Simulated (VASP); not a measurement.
# TaN (P6_3mc) in VASP: further runs, part 2 of 3

VASP 6.6.1. The steps go on from the part before.

### Step 3. Electric field gradients, PBEsol (volume scaled by 0.98)

INCAR

```
SYSTEM = TaN
PREC     = Accurate       ! precision mode
ENCUT    = 520            ! plane-wave cutoff, eV
EDIFF    = 1E-8           ! SCF threshold, eV
ISMEAR   = -1             ! smearing method
SIGMA    = 0.01           ! smearing width, eV
LREAL    = .FALSE.        ! projectors in reciprocal space
LASPH    = .TRUE.         ! aspherical terms in the spheres
NELM     = 100            ! most SCF steps
ALGO     = Normal         ! electronic algorithm
ISIF     = 2              ! what is computed and relaxed
LWAVE    = .FALSE.        ! write WAVECAR
LCHARG   = .FALSE.        ! write CHGCAR
GGA      = PS             ! functional
LEFG     = .TRUE.       
NBANDS   = 24             ! bands
```

KPOINTS

```
Automatic mesh
0
G
  9 9 5
  0 0 0
```

POSCAR

```
TaN
1.0
    3.0295306677      0.0000000000      0.0000000000
   -1.5147653339      2.6236505199      0.0000000000
    0.0000000000      0.0000000000      4.9068446386
Ta N
2 2
Direct
    0.3333333333      0.6666666667      0.0000000000
    0.6666666667      0.3333333333      0.5000000000
    0.3333333333      0.6666666667      0.3850000000
    0.6666666667      0.3333333333      0.8850000000
```

Potentials or basis: VASP PAW PBE potentials, release 64 (Ta_pv, N).

Started as:

```console
$ cat potpaw_PBE.64/Ta_pv/POTCAR potpaw_PBE.64/N/POTCAR > POTCAR
$ mpirun -np 1 vasp_std > vasp.out
```

OUTCAR:

```text
SYSTEM = TaN
   PREC = Accurate
   ENCUT = 520
   EDIFF = 1E-8
   ISMEAR = -1
   LREAL = .FALSE.
   LASPH = .TRUE.
   NELM = 100
   ISIF = 2
   GGA = PS

 ion  position               nearest neighbor table
   1  0.333  0.667  0.000-   4 1.84   4 1.84   4 1.84   3 1.89   2 3.01   2 3.01   2 3.01   2 3.01
                             2 3.01   2 3.01
   2  0.667  0.333  0.500-   3 1.84   3 1.84   3 1.84   4 1.89   1 3.01   1 3.01   1 3.01   1 3.01
                             1 3.01   1 3.01
   3  0.333  0.667  0.385-   2 1.84   2 1.84   2 1.84   1 1.89
   4  0.667  0.333  0.885-   1 1.84   1 1.84   1 1.84   2 1.89

  LATTYP: Found a hexagonal cell.
 ALAT       =     3.0295306677
 C/A-ratio  =     1.6196715521

  Lattice vectors:

 A1 = (   3.0295306677,   0.0000000000,   0.0000000000)
 A2 = (  -1.5147653339,   2.6236505199,   0.0000000000)
 A3 = (   0.0000000000,   0.0000000000,   4.9068446386)

Analysis of symmetry for initial positions (statically):
=====================================================================
 Subroutine PRICEL returns:
[... 856 lines left out ...]
      1.51477      0.87455      2.45342         0.000000     -0.000000      2.361501
     -0.00000      1.74910      1.88914         0.000000      0.000000     -2.361501
      1.51477      0.87455      4.34256        -0.000000     -0.000000     -2.361501
 -----------------------------------------------------------------------------------
    total drift:                               -0.000000      0.000000      0.000294

  FREE ENERGIE OF THE ION-ELECTRON SYSTEM (eV)
  ---------------------------------------------------
  free  energy   TOTEN  =       -40.1324614677 eV

  energy  without entropy=      -40.1311161619  energy(sigma->0) =      -40.13178881

 Electric field gradients (V/A^2)
---------------------------------------------------------------------
 ion       V_xx      V_yy      V_zz      V_xy      V_xz      V_yz
---------------------------------------------------------------------
   1     -62.243   -62.243   124.486    -0.000    -0.000     0.000
   2     -62.243   -62.243   124.486    -0.000     0.000    -0.000
   3      -5.542    -5.541    11.083     0.001     0.000    -0.000
   4      -5.542    -5.541    11.083     0.001    -0.000     0.000
---------------------------------------------------------------------

 Electric field gradients after diagonalization (V/A^2)
 (convention: |V_zz| > |V_xx| > |V_yy|)
----------------------------------------------------------------------
 ion       V_xx      V_yy      V_zz     asymmetry (V_yy - V_xx)/ V_zz
----------------------------------------------------------------------
   1     -62.243   -62.243   124.486       0.000
   2     -62.243   -62.243   124.486       0.000
   3      -5.543    -5.541    11.083       0.000
   4      -5.543    -5.541    11.083       0.000
----------------------------------------------------------------------

           NMR quadrupolar parameters

 Cq : quadrupolar parameter    Cq=e*Q*V_zz/h
 eta: asymmetry parameters     (V_yy - V_xx)/ V_zz
 Q  : nuclear electric quadrupole moment in mb (millibarn)
----------------------------------------------------------------------
 ion       Cq(MHz)       eta       Q (mb)
----------------------------------------------------------------------
   1       0.301       0.000       1.000
   2       0.301       0.000       1.000
   3       0.027       0.000       1.000
   4       0.027       0.000       1.000
----------------------------------------------------------------------
```

Wall time 25 s (1 thread of AMD EPYC 7R13, shared host); peak memory 0.17 GiB.

Results:

- Free energy: -40.1325 eV
- Pressure: 144.6 GPa
- Largest force: 2.362 eV/Å
- Band gap on the k mesh: zero (band 16 reaches 10.37 eV, above the bottom of band 17 at 8.12 eV)

Forces on the atoms (eV/Å):
```
Ta   0.000  0.000  2.362
Ta   0.000  0.000  2.362
N    0.000  0.000 -2.362
N    0.000  0.000 -2.362
```

Stress tensor (GPa, compression positive):
```
153.80   0.00   0.00
  0.00 153.80   0.00
  0.00   0.00 126.35
```

Electric field gradients, principal values (V/Å²):
```csv
atom,least,middle,greatest (by size)
1 Ta,-62.243,-62.243,124.486
2 Ta,-62.243,-62.243,124.486
3 N,-5.541,-5.543,11.083
4 N,-5.541,-5.543,11.083
```

Caveat: without QUAD_EFG the Cq values of the log hold for a quadrupole moment of 1 mb, not for the nuclei; the PAW data sets were made with another functional, which shifts forces and pressure a little; spin-orbit coupling is left out, which moves the levels of the heavy elements.

### Step 4. Electric field gradients, PBEsol (volume scaled by 0.98)

INCAR

```
  ALGO = Normal
  EDIFF = 1E-8
  ENCUT = 520
  GGA = PS
  ISIF = 2
  ISMEAR = -1
  LASPH = T
  LCHARG = F
  LEFG = T
  LREAL = F
  LWAVE = F
  NBANDS = 24
  NELM = 100
  PREC = Accurate
  SIGMA = 0.01
```

KPOINTS

```
k-points
0
Gamma
  9 9 5
```

POSCAR is that of step 3.

Potentials or basis: VASP PAW PBE potentials, release 64 (Ta_pv, N).

Started as:

```console
$ cat potpaw_PBE.64/Ta_pv/POTCAR potpaw_PBE.64/N/POTCAR > POTCAR
$ mpirun -np 1 vasp_std > vasp.out
```

OUTCAR:

```text
EDIFF = 1E-8
   ENCUT = 520
   GGA = PS
   ISIF = 2
   ISMEAR = -1
   LASPH = T
   LREAL = F
   NELM = 100
   PREC = Accurate

 ion  position               nearest neighbor table
   1  0.333  0.667  0.000-   4 1.84   4 1.84   4 1.84   3 1.89   2 3.01   2 3.01   2 3.01   2 3.01
                             2 3.01   2 3.01
   2  0.667  0.333  0.500-   3 1.84   3 1.84   3 1.84   4 1.89   1 3.01   1 3.01   1 3.01   1 3.01
                             1 3.01   1 3.01
   3  0.333  0.667  0.385-   2 1.84   2 1.84   2 1.84   1 1.89
   4  0.667  0.333  0.885-   1 1.84   1 1.84   1 1.84   2 1.89

  LATTYP: Found a hexagonal cell.
 ALAT       =     3.0295306677
 C/A-ratio  =     1.6196715521

  Lattice vectors:

 A1 = (   3.0295306677,   0.0000000000,   0.0000000000)
 A2 = (  -1.5147653339,   2.6236505199,   0.0000000000)
 A3 = (   0.0000000000,   0.0000000000,   4.9068446386)

Analysis of symmetry for initial positions (statically):
=====================================================================
 Subroutine PRICEL returns:
 Original cell was already a primitive cell.

 Routine SETGRP: Setting up the symmetry group for a
 hexagonal supercell.

 Subroutine GETGRP returns: Found 12 space group operations
 (whereof  6 operations were pure point group operations)
 out of a pool of 24 trial point group operations.

The static configuration has the point symmetry C_3v.
 The point group associated with its full space group is C_6v.

Analysis of symmetry for dynamics (positions and initial velocities):
=====================================================================
 Subroutine PRICEL returns:
 Original cell was already a primitive cell.

 Routine SETGRP: Setting up the symmetry group for a
 hexagonal supercell.

 Subroutine GETGRP returns: Found 12 space group operations
 (whereof  6 operations were pure point group operations)
 out of a pool of 24 trial point group operations.

The dynamic configuration has the point symmetry C_3v.
 The point group associated with its full space group is C_6v.

 Subroutine INISYM returns: Found 12 space group operations
 (whereof  6 operations are pure point group operations),
 and found     1 'primitive' translations

----------------------------------------------------------------------------------------

                                     Primitive cell

  volume of cell :      39.0017

  direct lattice vectors                    reciprocal lattice vectors
     3.029530668  0.000000000  0.000000000     0.330084132  0.190574162  0.000000000
    -1.514765334  2.623650520  0.000000000     0.000000000  0.381148325  0.000000000
     0.000000000  0.000000000  4.906844639     0.000000000  0.000000000  0.203796956

  length of vectors
     3.029530668  3.029530668  4.906844639     0.381148325  0.381148325  0.203796956

  position of ions in fractional coordinates (direct lattice)
     0.333333333  0.666666667  0.000000000
     0.666666667  0.333333333  0.500000000
     0.333333333  0.666666667  0.385000000
     0.666666667  0.333333333  0.885000000

[... 87 lines left out ...]
   TEBEG  =    0.0;   TEEND  =   0.0 temperature during run
   PSTRESS=    0.0 pullay stress
   NELECT =      32.0000    total number of electrons
   NUPDOWN=      -1.0000    fix difference up-down
   EMIN   =  10.00;   EMAX   =-10.00  energy-range for DOS
   EFERMI =   0.00;   METHOD = LEGACY
   ISMEAR =    -1;   SIGMA  =   0.01  broadening in eV -4-tet -1-fermi 0-gaus
   EFERMI_NEDOS =   21; number of points for ismear=-14 and -15
   IALGO  =     38    algorithm
   IMIX   =      4    mixing-type and parameters
     AMIX     =   0.40;   BMIX     =  1.00
     AMIX_MAG =   1.60;   BMIX_MAG =  1.00
  volume/ion in A,a.u.               =       9.75        65.80
  Fermi-wavevector in a.u.,A,eV,Ry     =   1.532605  2.896204 31.958432  2.348878
  Thomas-Fermi vector in A             =   2.639788
   LORBIT       =      0    0 simple, 1 ext, 2 COOP (PROOUT), +10 PAW based schemes
   GGA     = PS    functional components
   LHFCALC =     F    Hartree Fock is set to
   AEXX    =    0.0000 exact exchange contribution
   IVDW    =     0    specifies the selected vdW correction
   LEPSILON=     F    determine dielectric tensor
   LRPA    =     F    only Hartree local field effects (RPA)
 non-spin polarized calculation
  energy-cutoff  :      520.00
  volume of cell :       39.00
 maximum number of plane-waves:      1087
 NGX is ok and might be reduce to    24
   NGX = 11   NGY = 11   NGZ = 19

 number of electron      32.0000002 magnetization

 Free energy of the ion-electron system (eV)
  ---------------------------------------------------
  ext. energy  EPLUGINS =         0.00000000
  ---------------------------------------------------
  free energy    TOTEN  =       -40.13246147 eV

  energy without entropy =      -40.13111616  energy(sigma->0) =      -40.13178881

 E-fermi :   9.8259     XC(G=0): -13.8098

 val. band max:        9.8207083323   @ k =   0.2222   0.0000   0.0000
 cond. band min:       9.8290679172   @ k =   0.1111   0.1111   0.4000
 fundamental gap:      0.0083595849
 Fermi energy:         9.8259355721

 k-point     1 :       0.0000    0.0000    0.0000
  band No.  band energies     occupation
      1     -26.2912      2.00000
      2     -25.1052      2.00000
      3     -25.1052      2.00000
      4     -24.8981      2.00000
      5     -24.8981      2.00000
      6     -24.8252      2.00000
[... 637 lines left out ...]
     23      17.7060      0.00000
     24      17.7060      0.00000

 [... further k-points ...]
[... 5 lines left out ...]
  --------------------------------------------------------------------------------------
  -------------------------------------------------------------------------------------
  Total       37.4387219     37.4387219     30.7584360     -0.0000000      0.0000000      0.0000000
  in kB     1537.9703080   1537.9703082   1263.5463725     -0.0000000      0.0000000      0.0000000
  external PRESSURE =    1446.4956629 kB  Pullay stress =       0.0000000 kB

 VOLUME and BASIS-vectors are now :
 -----------------------------------------------------------------------------
  energy-cutoff  :      520.00
  volume of cell :       39.00
      direct lattice vectors                 reciprocal lattice vectors
     3.029530668  0.000000000  0.000000000     0.330084132  0.190574162  0.000000000
    -1.514765334  2.623650520  0.000000000     0.000000000  0.381148325  0.000000000
     0.000000000  0.000000000  4.906844639     0.000000000  0.000000000  0.203796956

 POSITION                                       TOTAL-FORCE (eV/Angst)
 -----------------------------------------------------------------------------------
     -0.00000      1.74910      0.00000        -0.000000      0.000000      2.361501
      1.51477      0.87455      2.45342         0.000000     -0.000000      2.361501
     -0.00000      1.74910      1.88914         0.000000      0.000000     -2.361501
      1.51477      0.87455      4.34256        -0.000000     -0.000000     -2.361501
 -----------------------------------------------------------------------------------
    total drift:                               -0.000000      0.000000      0.000294

  FREE ENERGIE OF THE ION-ELECTRON SYSTEM (eV)
  ---------------------------------------------------
  free  energy   TOTEN  =       -40.1324614677 eV

  energy  without entropy=      -40.1311161619  energy(sigma->0) =      -40.13178881

 Electric field gradients (V/A^2)
---------------------------------------------------------------------
 ion       V_xx      V_yy      V_zz      V_xy      V_xz      V_yz
---------------------------------------------------------------------
   1     -62.243   -62.243   124.486    -0.000    -0.000     0.000
   2     -62.243   -62.243   124.486    -0.000     0.000    -0.000
   3      -5.542    -5.541    11.083     0.001     0.000    -0.000
   4      -5.542    -5.541    11.083     0.001    -0.000     0.000
---------------------------------------------------------------------

 Electric field gradients after diagonalization (V/A^2)
 (convention: |V_zz| > |V_xx| > |V_yy|)
----------------------------------------------------------------------
 ion       V_xx      V_yy      V_zz     asymmetry (V_yy - V_xx)/ V_zz
----------------------------------------------------------------------
   1     -62.243   -62.243   124.486       0.000
   2     -62.243   -62.243   124.486       0.000
   3      -5.543    -5.541    11.083       0.000
   4      -5.543    -5.541    11.083       0.000
----------------------------------------------------------------------

           NMR quadrupolar parameters

 Cq : quadrupolar parameter    Cq=e*Q*V_zz/h
 eta: asymmetry parameters     (V_yy - V_xx)/ V_zz
 Q  : nuclear electric quadrupole moment in mb (millibarn)
----------------------------------------------------------------------
 ion       Cq(MHz)       eta       Q (mb)
----------------------------------------------------------------------
   1       0.301       0.000       1.000
   2       0.301       0.000       1.000
   3       0.027       0.000       1.000
   4       0.027       0.000       1.000
----------------------------------------------------------------------
```

OSZICAR:

```text
N       E                     dE             d eps       ncg     rms          rms(c)
DAV:   1     0.286269910151E+03    0.28627E+03   -0.17859E+04  1728   0.145E+03
DAV:   2    -0.327885308559E+02   -0.31906E+03   -0.30382E+03  2024   0.428E+02
DAV:   3    -0.468148132694E+02   -0.14026E+02   -0.13832E+02  2176   0.888E+01
DAV:   4    -0.469423330991E+02   -0.12752E+00   -0.12745E+00  1880   0.900E+00
DAV:   5    -0.469435740800E+02   -0.12410E-02   -0.12409E-02  2208   0.779E-01    0.623E+01
DAV:   6    -0.402658805910E+02    0.66777E+01   -0.21454E+01  2016   0.367E+01    0.269E+01
DAV:   7    -0.401756667951E+02    0.90214E-01   -0.87596E-01  1800   0.745E+00    0.136E+01
DAV:   8    -0.401356840779E+02    0.39983E-01   -0.46143E-02  2112   0.150E+00    0.143E+00
DAV:   9    -0.401324249847E+02    0.32591E-02   -0.91321E-03  2064   0.709E-01    0.134E-01
DAV:  10    -0.401324759221E+02   -0.50937E-04   -0.44470E-04  2056   0.178E-01    0.472E-02
DAV:  11    -0.401324619659E+02    0.13956E-04   -0.33717E-05  2072   0.481E-02    0.110E-02
DAV:  12    -0.401324617562E+02    0.20970E-06   -0.27765E-06  1984   0.151E-02    0.387E-03
DAV:  13    -0.401324614959E+02    0.26028E-06   -0.20579E-07  2096   0.365E-03    0.192E-03
DAV:  14    -0.401324614800E+02    0.15891E-07   -0.15232E-08  1192   0.128E-03    0.628E-04
DAV:  15    -0.401324614665E+02    0.13526E-07   -0.52898E-09  1096   0.707E-04    0.924E-05
DAV:  16    -0.401324614677E+02   -0.12096E-08   -0.10396E-09   992   0.291E-04
   1 F= -.40132461E+02 E0= -.40131789E+02  d E =-.134531E-02
```

Wall time 29 s (1 thread of AMD EPYC 7R13, shared host); peak memory 0.17 GiB.

Results:

```
Free energy            : -40.1325 eV
Pressure               : 144.6 GPa
Largest force          : 2.362 eV/Å
Band gap on the k mesh : zero (band 16 reaches 10.37 eV, above the bottom of band 17 at 8.12 eV)
```

Forces on the atoms (eV/Å):
```
Ta   0.000  0.000  2.362
Ta   0.000  0.000  2.362
N    0.000  0.000 -2.362
N    0.000  0.000 -2.362
```

Stress tensor (GPa, compression positive):
```
153.80   0.00   0.00
  0.00 153.80   0.00
  0.00   0.00 126.35
```

Levels at points of the mesh, in eV from the Fermi level:
```
           k point  band 12  band 13  band 14  band 15  band 16  band 17  band 18  band 19  band 20  band 21
(0.00, 0.00, 0.00)    -7.98    -7.98    -7.55    -0.89    -0.89    -0.27     2.22     2.72     2.72     4.59
```

Electric field gradients, principal values (V/Å²):
```
atom    least   middle  greatest (by size)
1 Ta  -62.243  -62.243             124.486
2 Ta  -62.243  -62.243             124.486
 3 N   -5.541   -5.543              11.083
 4 N   -5.541   -5.543              11.083
```

Caveat: without QUAD_EFG the Cq values of the log hold for a quadrupole moment of 1 mb, not for the nuclei; the PAW data sets were made with another functional, which shifts forces and pressure a little; spin-orbit coupling is left out, which moves the levels of the heavy elements.

(Continued in part 3 of 3.)
